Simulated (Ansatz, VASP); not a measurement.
## One calculation of Na, two programs

File INCAR:

```
ALGO = Normal
EDIFF = 1E-6
ENCUT = 520
ISIF = 2
ISMEAR = -1
LASPH = True
LCHARG = False
LREAL = False
LWAVE = False
NBANDS = 14
NELM = 80
PREC = Accurate
SIGMA = 0.05
```

File KPOINTS:

```
k-points
0
Gamma
  11 11 6
```

File POSCAR:

```
Na
1.0
    3.8046710076      0.0000000000      0.0000000000
   -1.9023355038      3.2949417456      0.0000000000
    0.0000000000      0.0000000000      6.1540000000
Na
2
Direct
    0.3333333333      0.6666666667      0.2500000000
    0.6666666667      0.3333333333      0.7500000000
```

Input for Ansatz:

```yaml
crystal:
  lattice:
    - [3.8046710076, 0.0, 0.0]
    - [-1.9023355038, 3.2949417456, 0.0]
    - [0.0, 0.0, 6.154]
  atoms:
    - { symbol: Na, position: [0.3333333333, 0.6666666667, 0.25] }
    - { symbol: Na, position: [0.6666666667, 0.3333333333, 0.75] }
kpoints:
  mp_grid: { grid: [11, 11, 6] }
  band_path:
    path:
      - [0.0, 0.0, 0.0]
      - [0.5, 0.0, 0.0]
      - [0.3333333333, 0.3333333333, 0.0]
      - [0.0, 0.0, 0.0]
      - [0.0, 0.0, 0.5]
      - [0.5, 0.0, 0.5]
      - [0.3333333333, 0.3333333333, 0.5]
      - [0.0, 0.0, 0.5]
      - [0.5, 0.0, 0.5]
    npoints: 5
scf:
  occupations: { method: fermi_dirac, width: 0.05 }
hamiltonian:
  xc: lda
  pseudopotentials: { kind: all_electron, lapw: { basis_error: 0.0005 } }
output:
  forces: true
  stress: true
  eigenvalues: true
```

Change from the starting cell: equal xx and yy strain of +1 %.

Alike in both runs: task single point; functional LDA; k mesh 11 × 11 × 6; occupations fermi-dirac, width 0.05 eV; no spin polarisation.

|  | VASP | Ansatz |
| --- | --- | --- |
| version | VASP 6.6.1 | Ansatz 0.2.0 |
| potentials or method | VASP PAW LDA potentials, release 64 (Na_pv), cutoff 520 eV | all-electron LAPW, scalar-relativistic |

|  | VASP | Ansatz | Ansatz less VASP |
| --- | --- | --- | --- |
| pressure (GPa) | -1.0 | -1.0 | -0.04 |
| traceless stress, the component that is largest in VASP (GPa) | 0.20 | 0.20 | -0.001 |

LDA's correlation is that of Perdew and Zunger in VASP and of Perdew and Wang (1992) in Ansatz. Ansatz ran all-electron here, and VASP with PAW potentials.
